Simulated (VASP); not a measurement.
Set up this calculation in VASP 6.6.1, as the native input.

```yaml
Task: single point
Functional: r2SCAN
Potentials_or_basis: VASP PAW PBE potentials, release 64 (K_sv)
Cutoff: 520 eV
k_mesh: 4 × 4 × 2
Occupations: fermi-dirac, width 0.1 eV
Spin: no spin polarisation
Dipole_correction: no
Further_INCAR_settings: ALGO = Normal; EDIFF = 1e-06; NBANDS = 16
```

The system is K.

```xyz
2
Lattice="4.7653 0.0000 0.0000 -2.3826 4.1268 0.0000 0.0000 0.0000 7.7820" Properties=species:S:1:pos:R:3 pbc="T T T"
K     0.0000    2.7512    1.9455
K     2.3826    1.3756    5.8365
```

This isn't the form of K at room conditions, which is bcc.

The input as run:

POSCAR

```
K
1.0
    4.7652555925      0.0000000000      0.0000000000
   -2.3826277962      4.1268323986      0.0000000000
    0.0000000000      0.0000000000      7.7819606179
K
2
Direct
    0.3333333333      0.6666666667      0.2500000000
    0.6666666667      0.3333333333      0.7500000000
```

INCAR.step1

```
ALGO = Normal
EDIFF = 1E-4
ENCUT = 520
GGA = PE
ISMEAR = -1
LASPH = T
LCHARG = F
LREAL = F
LWAVE = T
NBANDS = 16
NELM = 100
PREC = Accurate
SIGMA = 0.1
```

INCAR.step2

```
ALGO = Normal
EDIFF = 1E-6
ENCUT = 520
ISIF = 2
ISMEAR = -1
ISTART = 1
LASPH = T
LCHARG = F
LMIXTAU = T
LREAL = F
LWAVE = F
METAGGA = R2SCAN
NBANDS = 16
NELM = 100
PREC = Accurate
SIGMA = 0.1
```

KPOINTS

```
k-points
0
Gamma
  4 4 2
```

Potentials or basis: VASP PAW PBE potentials, release 64 (K_sv).

Command:

```console
$ cat potpaw_PBE.64/K_sv/POTCAR > POTCAR
$ cp INCAR.step1 INCAR
$ mpirun -np 1 vasp_std > vasp.out
$ cp INCAR.step2 INCAR
$ mpirun -np 1 vasp_std > vasp.out
```

It gave:

```yaml
Pressure: 0.0 GPa
Band_gap_on_the_k_mesh: zero (bands 9 and 10 overlap by 2.21 eV)
```

Caveat: the k points lie up to 0.40 Å⁻¹ apart, too coarse for converged energies and pressures of a metal; the PAW data sets were made with another functional, which shifts forces and pressure a little.

It took 2.9 min on 1 thread of Intel Xeon 8259CL (shared host), peak memory 0.28 GiB.
